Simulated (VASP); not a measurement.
# Ta2N (P-3m1) in VASP: a series of runs

The runs below take Ta2N through single point, with PBEsol.

Program: VASP 6.6.1. These are calculated values, not measurements. Logs are shortened: lines on timing, memory, paths and dates and some standing lists are left out, and cuts for length are marked.

### Step 1. The cell of the first run

It takes space group P-3m1 (No. 164, trigonal). The conventional cell has a = 3.130 Å, b = 3.130 Å, c = 4.759 Å, α = 90.00°, β = 90.00°, γ = 120.00°. Ta (site symmetry 3m) has 3 N at 2.17 Å and 12 Ta at 2.96 to 3.13 Å within 3.2 Å. Within 2.9 Å of N (site symmetry -3m) lie 6 Ta at 2.17 Å.

### Step 2. Single point, PBEsol (13.46 Å³/atom)

INCAR

```
SYSTEM = Ta2N
PREC = Accurate
ENCUT = 520
EDIFF = 1E-6
ISMEAR = 0
SIGMA = 0.15
LREAL = .FALSE.
LASPH = .TRUE.
NELM = 100
ALGO = Normal
ISIF = 2
LWAVE = .FALSE.
LCHARG = .TRUE.
GGA = PS
LELF = .TRUE.
LVHAR = .TRUE.
NBANDS = 20
```

KPOINTS

```
regular mesh
0
G
  18 18 10
  0 0 0
```

POSCAR

```
Ta2N
1.0
    3.1298928981      0.0000000000      0.0000000000
   -1.5649464491      2.7105667609      0.0000000000
    0.0000000000      0.0000000000      4.7593151409
Ta N
2 1
Direct
    0.6666666667      0.3333333333      0.7463700642
    0.3333333333      0.6666666667      0.2536299358
    0.0000000000      0.0000000000      0.0000000000
```

Potentials or basis: VASP PAW PBE potentials, release 64 (Ta_pv, N).

The run is started by

```console
$ cat potpaw_PBE.64/Ta_pv/POTCAR potpaw_PBE.64/N/POTCAR > POTCAR
$ mpirun -np 1 vasp_std > vasp.out
```

OUTCAR:

```text
SYSTEM = Ta2N
   PREC = Accurate
   ENCUT = 520
   EDIFF = 1E-6
   ISMEAR = 0
   LREAL = .FALSE.
   LASPH = .TRUE.
   NELM = 100
   ISIF = 2
   GGA = PS

 ion  position               nearest neighbor table
   1  0.667  0.333  0.746-   3 2.17   3 2.17   3 2.17   2 2.96   2 2.96   2 2.96   2 3.02   2 3.02
                             2 3.02
   2  0.333  0.667  0.254-   3 2.17   3 2.17   3 2.17   1 2.96   1 2.96   1 2.96   1 3.02   1 3.02
                             1 3.02
   3  0.000  0.000  0.000-   1 2.17   2 2.17   1 2.17   2 2.17   1 2.17   2 2.17

  LATTYP: Found a hexagonal cell.
 ALAT       =     3.1298928981
 C/A-ratio  =     1.5206000000

  Lattice vectors:

 A1 = (   3.1298928981,   0.0000000000,   0.0000000000)
 A2 = (  -1.5649464491,   2.7105667609,   0.0000000000)
 A3 = (   0.0000000000,   0.0000000000,   4.7593151409)

Analysis of symmetry for initial positions (statically):
=====================================================================
 Subroutine PRICEL returns:
 Original cell was already a primitive cell.

 Routine SETGRP: Setting up the symmetry group for a
 hexagonal supercell.

 Subroutine GETGRP returns: Found 12 space group operations
 (whereof 12 operations were pure point group operations)
 out of a pool of 24 trial point group operations.

The static configuration has the point symmetry D_3d.

Analysis of symmetry for dynamics (positions and initial velocities):
=====================================================================
 Subroutine PRICEL returns:
 Original cell was already a primitive cell.

 Routine SETGRP: Setting up the symmetry group for a
 hexagonal supercell.

 Subroutine GETGRP returns: Found 12 space group operations
 (whereof 12 operations were pure point group operations)
 out of a pool of 24 trial point group operations.

The dynamic configuration has the point symmetry D_3d.

 Subroutine INISYM returns: Found 12 space group operations
 (whereof 12 operations are pure point group operations),
 and found     1 'primitive' translations

----------------------------------------------------------------------------------------

                                     Primitive cell

  volume of cell :      40.3770

  direct lattice vectors                    reciprocal lattice vectors
     3.129892898  0.000000000  0.000000000     0.319499750  0.184463267  0.000000000
    -1.564946449  2.710566761  0.000000000     0.000000000  0.368926534  0.000000000
     0.000000000  0.000000000  4.759315141     0.000000000  0.000000000  0.210114264

  length of vectors
     3.129892898  3.129892898  4.759315141     0.368926534  0.368926534  0.210114264

  position of ions in fractional coordinates (direct lattice)
     0.666666667  0.333333333  0.746370064
     0.333333333  0.666666667  0.253629936
     0.000000000  0.000000000  0.000000000

  ion indices of the primitive-cell ions
   primitive index   ion index
                 1           1
                 2           2
                 3           3

----------------------------------------------------------------------------------------

 KPOINTS: regular mesh

Automatic generation of k-mesh.
 Grid dimensions read from file:
 generate k-points for:   18   18   10

 Generating k-lattice:

  Cartesian coordinates                     Fractional coordinates (reciprocal lattice)
     0.017749986  0.010247959  0.000000000     0.055555556 -0.000000000  0.000000000
     0.000000000  0.020495919  0.000000000     0.000000000  0.055555556  0.000000000
     0.000000000  0.000000000  0.021011426     0.000000000  0.000000000  0.100000000

  Length of vectors
     0.020495919  0.020495919  0.021011426

  Shift w.r.t. Gamma in fractional coordinates (k-lattice)
     0.000000000  0.000000000  0.000000000

 Subroutine IBZKPT returns following result:
 ===========================================

 Found    330 irreducible k-points:

 Following reciprocal coordinates:
            Coordinates               Weight
  0.000000  0.000000  0.000000      1.000000
  0.055556  0.000000  0.000000      6.000000
  0.111111  0.000000  0.000000      6.000000
  0.166667  0.000000  0.000000      6.000000
  0.222222  0.000000  0.000000      6.000000
  0.277778 -0.000000  0.000000      6.000000
[... 16 lines left out ...]
  0.333333  0.111111  0.000000     12.000000
  0.388889  0.111111  0.000000     12.000000
 [... further k-points ...]
   k-points           NKPTS =    330   k-points in BZ     NKDIM =    330   number of bands    NBANDS=     20
   number of dos      NEDOS =    301   number of ions     NIONS =      3
   total plane-waves  NPLWV =  20736
   dimension x,y,z NGX =    24 NGY =   24 NGZ =   36
   dimension x,y,z NGXF=    48 NGYF=   48 NGZF=   72
   ions per type =               2   1
   NGX,Y,Z   is equivalent  to a cutoff of  12.75, 12.75, 12.58 a.u.
   NGXF,Y,Z  is equivalent  to a cutoff of  25.50, 25.50, 25.15 a.u.
 SYSTEM =  Ta2N
   PREC   = accura    normal or accurate (medium, high low for compatibility)
   ISTART =      0    job   : 0-new  1-cont  2-samecut
   ICHARG =      2    charge: 1-file 2-atom 10-const
   ISPIN  =      1    spin polarized calculation?
   LNONCOLLINEAR =      F non collinear calculations
   LSORBIT =      F    spin-orbit coupling
   LASPH  =      T    aspherical Exc in radial PAW
   ENCUT  =  520.0 eV  38.22 Ry    6.18 a.u.   5.82  5.82  8.85*2*pi/ulx,y,z
   NELM   =    100;   NELMIN=  2; NELMDL= -5     # of ELM steps
   EDIFF  = 0.1E-05   stopping-criterion for ELM
   LREAL  =      F    real-space projection
   EDIFFG = 0.1E-04   stopping-criterion for IOM
   NSW    =      0    number of steps for IOM
   IBRION =     -1    ionic relax: 0-MD 1-quasi-New 2-CG
   NFREE  =      0    steps in history (QN), initial steepest desc. (CG)
   ISIF   =      2    stress and relaxation
   ISYM   =      2    0-nonsym 1-usesym 2-fastsym
   POTIM  = 0.5000    time-step for ionic-motion
   TEBEG  =    0.0;   TEEND  =   0.0 temperature during run
   PSTRESS=    0.0 pullay stress
   NELECT =      27.0000    total number of electrons
   NUPDOWN=      -1.0000    fix difference up-down
   EMIN   =  10.00;   EMAX   =-10.00  energy-range for DOS
   EFERMI =   0.00;   METHOD = LEGACY
   ISMEAR =     0;   SIGMA  =   0.15  broadening in eV -4-tet -1-fermi 0-gaus
   EFERMI_NEDOS =   21; number of points for ismear=-14 and -15
   IALGO  =     38    algorithm
   IMIX   =      4    mixing-type and parameters
     AMIX     =   0.40;   BMIX     =  1.00
     AMIX_MAG =   1.60;   BMIX_MAG =  1.00
  volume/ion in A,a.u.               =      13.46        90.83
  Fermi-wavevector in a.u.,A,eV,Ry     =   1.431588  2.705309 27.884384  2.049444
  Thomas-Fermi vector in A             =   2.551308
   LORBIT       =      0    0 simple, 1 ext, 2 COOP (PROOUT), +10 PAW based schemes
   GGA     = PS    functional components
   LHFCALC =     F    Hartree Fock is set to
   AEXX    =    0.0000 exact exchange contribution
   IVDW    =     0    specifies the selected vdW correction
   LEPSILON=     F    determine dielectric tensor
   LRPA    =     F    only Hartree local field effects (RPA)
 non-spin polarized calculation
 Gauss-broadening in eV      SIGMA  =   0.15
  energy-cutoff  :      520.00
  volume of cell :       40.38
 maximum number of plane-waves:      1103
   NGX = 11   NGY = 11   NGZ = 17

 number of electron      26.9999995 magnetization

 Free energy of the ion-electron system (eV)
  ---------------------------------------------------
  ext. energy  EPLUGINS =         0.00000000
  ---------------------------------------------------
  free energy    TOTEN  =       -36.47290876 eV

  energy without entropy =      -36.46001334  energy(sigma->0) =      -36.46646105

 E-fermi :   7.3853     XC(G=0): -13.0357

 val. band max:        7.3832312147   @ k =   0.0000   0.3889   0.4000
 cond. band min:       7.3872348712   @ k =  -0.0556   0.3333   0.1000
 fundamental gap:      0.0040036565
 Fermi energy:         7.3853228573

 k-point     1 :       0.0000    0.0000    0.0000
  band No.  band energies     occupation
      1     -28.2246      2.00000
      2     -27.5014      2.00000
      3     -27.5014      2.00000
      4     -27.3500      2.00000
      5     -27.3500      2.00000
      6     -27.1681      2.00000
[... 12 lines left out ...]
     19       8.6191      0.00000
     20      12.5182      0.00000

 k-point     2 :       0.0556    0.0000    0.0000
  band No.  band energies     occupation
      1     -28.2149      2.00000
      2     -27.5191      2.00000
      3     -27.5084      2.00000
      4     -27.3682      2.00000
      5     -27.3509      2.00000
      6     -27.1725      2.00000
[... 12 lines left out ...]
     19       8.8430      0.00000
     20      12.5455      0.00000

 k-point     3 :       0.1111    0.0000    0.0000
  band No.  band energies     occupation
      1     -28.1866      2.00000
      2     -27.5704      2.00000
      3     -27.5280      2.00000
      4     -27.4194      2.00000
      5     -27.3540      2.00000
      6     -27.1859      2.00000
[... 12 lines left out ...]
     19       9.5038      0.00000
     20      12.5059      0.00000

 k-point     4 :       0.1667    0.0000    0.0000
  band No.  band energies     occupation
      1     -28.1415      2.00000
      2     -27.6494      2.00000
      3     -27.5565      2.00000
      4     -27.4950      2.00000
      5     -27.3600      2.00000
      6     -27.2084      2.00000
[... 429 lines left out ...]
 k-point    23 :       0.3333    0.1111    0.0000
  band No.  band energies     occupation
      1     -28.0297      2.00000
      2     -27.8447      2.00000
      3     -27.8189      2.00000
      4     -27.6880      2.00000
      5     -27.4448      2.00000
      6     -27.3913      2.00000
[... 12 lines left out ...]
     19      12.1651      0.00000
     20      12.3190      0.00000

 k-point    24 :       0.3889    0.1111    0.0000
  band No.  band energies     occupation
      1     -28.0768      2.00000
      2     -27.8537      2.00000
      3     -27.7744      2.00000
      4     -27.7188      2.00000
      5     -27.4530      2.00000
      6     -27.4356      2.00000
[... 12 lines left out ...]
     19      12.0370      0.00000
     20      12.2823      0.00000

 [... further k-points ...]

------------------------ aborting loop because EDIFF is reached ----------------------------------------

  FORCE on cell =-STRESS in cart. coord.  units (eV):
  Direction    XX          YY          ZZ          XY          YZ          ZX
  --------------------------------------------------------------------------------------
  -------------------------------------------------------------------------------------
  Total       -1.8013464     -1.8013464     -0.1714489      0.0000000      0.0000000     -0.0000000
  in kB      -71.4782254    -71.4782254     -6.8031696      0.0000000      0.0000000     -0.0000000
  external PRESSURE =     -49.9198734 kB  Pullay stress =       0.0000000 kB

 VOLUME and BASIS-vectors are now :
 -----------------------------------------------------------------------------
  energy-cutoff  :      520.00
  volume of cell :       40.38
      direct lattice vectors                 reciprocal lattice vectors
     3.129892898  0.000000000  0.000000000     0.319499750  0.184463267  0.000000000
    -1.564946449  2.710566761  0.000000000     0.000000000  0.368926534  0.000000000
     0.000000000  0.000000000  4.759315141     0.000000000  0.000000000  0.210114264

 POSITION                                       TOTAL-FORCE (eV/Angst)
 -----------------------------------------------------------------------------------
      1.56495      0.90352      3.55221         0.000000     -0.000000      0.276998
     -0.00000      1.80704      1.20710        -0.000000      0.000000     -0.276998
      0.00000      0.00000      0.00000         0.000000     -0.000000      0.000000
 -----------------------------------------------------------------------------------
    total drift:                                0.000000     -0.000000      0.000000

  FREE ENERGIE OF THE ION-ELECTRON SYSTEM (eV)
  ---------------------------------------------------
  free  energy   TOTEN  =       -36.4729087582 eV

  energy  without entropy=      -36.4600133355  energy(sigma->0) =      -36.46646105
```

It took 3.9 min on 1 thread of Intel Xeon 8259CL, shared host; peak memory 0.35 GiB.

Results:

| Quantity | Value |
| --- | --- |
| Free energy | -36.4729 eV |
| Pressure | -5.0 GPa |
| Largest force | 0.277 eV/Å |
| Band gap on the k mesh | zero (an odd number of electrons rules out a gap without spin polarisation) |

Forces in eV/Å, atoms in the order of the input:
```
Ta   0.000  0.000  0.277
Ta   0.000  0.000 -0.277
N    0.000  0.000  0.000
```

Levels at points of the mesh, in eV from the Fermi level:
| k point | band 9 | band 10 | band 11 | band 12 | band 13 | band 14 | band 15 | band 16 | band 17 | band 18 |
| --- | --- | --- | --- | --- | --- | --- | --- | --- | --- | --- |
| (0.00, 0.00, 0.00) | -6.23 | -6.23 | -4.83 | -0.40 | -0.23 | -0.23 | 0.09 | 0.09 | 0.38 | 1.23 |
| (0.50, 0.00, 0.00) | -6.48 | -6.42 | -4.57 | -2.65 | -1.37 | 1.72 | 2.19 | 3.63 | 3.99 | 4.18 |
| (0.00, 0.00, 0.50) | -6.42 | -6.42 | -2.61 | -2.49 | -1.26 | -1.26 | 1.88 | 1.97 | 2.34 | 2.34 |
| (0.50, 0.00, 0.50) | -6.61 | -6.19 | -3.22 | -2.15 | -2.10 | -0.04 | 0.68 | 3.10 | 3.36 | 3.92 |

Caveat: the stress differs along the axes, from -7 to -1 GPa; the PAW data sets were made with another functional, which shifts forces and pressure a little; spin-orbit coupling is left out, which moves the levels of the heavy elements.

### Step 3. Single point, PBEsol (13.46 Å³/atom)

INCAR

```
SYSTEM = Ta2N
ALGO = Normal ; EDIFF = 1E-6
ENCUT = 520 ; GGA = PS
ISIF = 2 ; ISMEAR = 0
LASPH = .TRUE. ; LCHARG = .FALSE.
LREAL = .FALSE. ; LWAVE = .FALSE.
NBANDS = 20 ; NELM = 80
PREC = Accurate ; SIGMA = 0.15
```

KPOINTS

```
k-points
0
G
  18 18 10
  0 0 0
```

POSCAR

```
Ta2N
1.0
    3.0066255020      0.0000000000      0.0000000000
   -1.5033127510      2.6038140644      0.0000000000
    0.0000000000      0.0000000000      5.1575653862
Ta N
2 1
Direct
    0.6666666667      0.3333333333      0.7463700642
    0.3333333333      0.6666666667      0.2536299358
    0.0000000000      0.0000000000      0.0000000000
```

Potentials or basis: VASP PAW PBE potentials, release 64 (Ta_pv, N).

The run is started by

```console
$ cat potpaw_PBE.64/Ta_pv/POTCAR potpaw_PBE.64/N/POTCAR > POTCAR
$ mpirun -np 1 vasp_std > vasp.out
```

OUTCAR:

```text
SYSTEM = Ta2N
   EDIFF = 1E-6
   ENCUT = 520
   GGA = PS
   ISIF = 2
   ISMEAR = 0
   LASPH = .TRUE.
   LREAL = .FALSE.
   NELM = 80
   PREC = Accurate

 ion  position               nearest neighbor table
   1  0.667  0.333  0.746-   3 2.17   3 2.17   3 2.17   2 3.08   2 3.08   2 3.08   2 3.14   2 3.14
                             2 3.14
   2  0.333  0.667  0.254-   3 2.17   3 2.17   3 2.17   1 3.08   1 3.08   1 3.08   1 3.14   1 3.14
                             1 3.14
   3  0.000  0.000  0.000-   1 2.17   2 2.17   1 2.17   2 2.17   1 2.17   2 2.17

  LATTYP: Found a hexagonal cell.
 ALAT       =     3.0066255020
[... 749 lines left out ...]
  Direction    XX          YY          ZZ          XY          YZ          ZX
  --------------------------------------------------------------------------------------
  -------------------------------------------------------------------------------------
  Total        0.3617569      0.3617569     -4.0244475      0.0000000     -0.0000000      0.0000000
  in kB       14.3546731     14.3546731   -159.6918681      0.0000000     -0.0000000      0.0000000
  external PRESSURE =     -43.6608406 kB  Pullay stress =       0.0000000 kB

 VOLUME and BASIS-vectors are now :
 -----------------------------------------------------------------------------
  energy-cutoff  :      520.00
  volume of cell :       40.38
      direct lattice vectors                 reciprocal lattice vectors
     3.006625502  0.000000000  0.000000000     0.332598789  0.192026000  0.000000000
    -1.503312751  2.603814064  0.000000000     0.000000000  0.384052000  0.000000000
     0.000000000  0.000000000  5.157565386     0.000000000  0.000000000  0.193889932

 POSITION                                       TOTAL-FORCE (eV/Angst)
 -----------------------------------------------------------------------------------
      1.50331      0.86794      3.84945         0.000000     -0.000000     -0.540157
     -0.00000      1.73588      1.30811        -0.000000      0.000000      0.540157
      0.00000      0.00000      0.00000        -0.000000     -0.000000      0.000000
 -----------------------------------------------------------------------------------
    total drift:                                0.000000     -0.000000      0.000000

  FREE ENERGIE OF THE ION-ELECTRON SYSTEM (eV)
  ---------------------------------------------------
  free  energy   TOTEN  =       -36.3533402363 eV

  energy  without entropy=      -36.3384968593  energy(sigma->0) =      -36.34591855
```

OSZICAR:

```text
N       E                     dE             d eps       ncg     rms          rms(c)
DAV:   1     0.210469966258E+03    0.21047E+03   -0.14978E+04 13208   0.139E+03
DAV:   2    -0.300355438763E+02   -0.24051E+03   -0.23441E+03 14980   0.398E+02
DAV:   3    -0.394097774213E+02   -0.93742E+01   -0.91850E+01 16672   0.709E+01
DAV:   4    -0.395316325268E+02   -0.12186E+00   -0.12097E+00 16232   0.767E+00
DAV:   5    -0.395330400741E+02   -0.14075E-02   -0.14062E-02 16316   0.666E-01    0.272E+01
DAV:   6    -0.367385660091E+02    0.27945E+01   -0.14600E+01 17120   0.241E+01    0.128E+01
DAV:   7    -0.364184784457E+02    0.32009E+00   -0.16964E+00 15068   0.827E+00    0.654E+00
DAV:   8    -0.363579105937E+02    0.60568E-01   -0.27945E-01 15500   0.400E+00    0.398E-01
DAV:   9    -0.363539309281E+02    0.39797E-02   -0.28268E-02 16248   0.105E+00    0.243E-01
DAV:  10    -0.363534739551E+02    0.45697E-03   -0.48546E-03 16720   0.537E-01    0.768E-02
DAV:  11    -0.363533673825E+02    0.10657E-03   -0.13122E-03 15356   0.205E-01    0.377E-02
DAV:  12    -0.363533401509E+02    0.27232E-04   -0.13403E-04 15144   0.752E-02    0.781E-03
DAV:  13    -0.363533407896E+02   -0.63867E-06   -0.17014E-05 16400   0.235E-02    0.471E-03
DAV:  14    -0.363533402363E+02    0.55333E-06   -0.24467E-06 12020   0.100E-02
   1 F= -.36353340E+02 E0= -.36345919E+02  d E =-.148434E-01
```

It took 4.4 min on 1 thread of Intel Xeon 8259CL, shared host; peak memory 0.35 GiB.

Results:

- Free energy: -36.3533 eV
- Pressure: -4.4 GPa
- Largest force: 0.540 eV/Å
- Band gap on the k mesh: zero (an odd number of electrons rules out a gap without spin polarisation)

Forces on the atoms (eV/Å):
```
Ta   0.000  0.000 -0.540
Ta   0.000  0.000  0.540
N    0.000  0.000  0.000
```

Caveat: the stress differs along the axes, from -16 to 1 GPa; the PAW data sets were made with another functional, which shifts forces and pressure a little; spin-orbit coupling is left out, which moves the levels of the heavy elements.

[end of part 1 of 2]
